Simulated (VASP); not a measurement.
**Ti: relaxation of the atoms with LDA**

The system is Ti, a slab with vacuum.

```
Ti
1.0
     2.87085    0.00000    0.00000
     1.43543    2.48623    0.00000
     0.00000    0.00000   16.68808
Ti
3
Direct
  0.00000 0.00000 0.35954
  0.66667 0.66667 0.50000
  0.33333 0.33333 0.64046
```

```
Program                : VASP 6.6.1
Task                   : relaxation of the atoms
Functional             : LDA
Potentials or basis    : VASP PAW LDA potentials, release 64 (Ti_sv)
Cutoff                 : 450 eV
k mesh                 : 7 × 7 × 1
Occupations            : fermi-dirac, width 0.1 eV
Spin                   : no spin polarisation
Dipole correction      : yes
Further INCAR settings : ALGO = Normal; EDIFF = 1e-07; NELMDL = -8; IBRION = 2; EDIFFG = -0.03; NSW = 50
```

- Energy gained by relaxing: 44.7 meV/atom
- Ionic steps: 6
- Band gap on the k mesh: zero (band 18 reaches 1.60 eV, above the bottom of band 19 at 0.91 eV)

Step by step:
```
step  energy change (eV)  largest force (eV/Å)  pressure (GPa)
   1              0.0000                0.6610           -4.09
   2             -0.0395                0.5773           -3.68
   3             -0.1204                0.2466           -2.30
   4             -0.0293                0.8181            1.12
   5             -0.1337                0.0487           -1.59
   6             -0.1342                0.0008           -1.42
```

Final structure:
```
Ti
1.0
     2.87085    0.00000    0.00000
     1.43543    2.48623    0.00000
     0.00000    0.00000   16.68808
Ti
3
Cartesian
  0.0000 0.0000 6.1821
  2.8709 1.6575 8.3440
  1.4354 0.8287 10.5059
```

Levels at points of the mesh, in eV from the Fermi level:
| k point | band 14 | band 15 | band 16 | band 17 | band 18 | band 19 | band 20 | band 21 |
| --- | --- | --- | --- | --- | --- | --- | --- | --- |
| (0.00, 0.00, 0.00) | -4.18 | -3.03 | -0.11 | -0.09 | 0.61 | 0.61 | 0.82 | 0.82 |

It took 3.7 min on 1 thread of Intel Xeon 8259CL, with other jobs on the host, peak memory 0.17 GiB.

Caveat: the k points lie up to 0.36 Å⁻¹ apart.
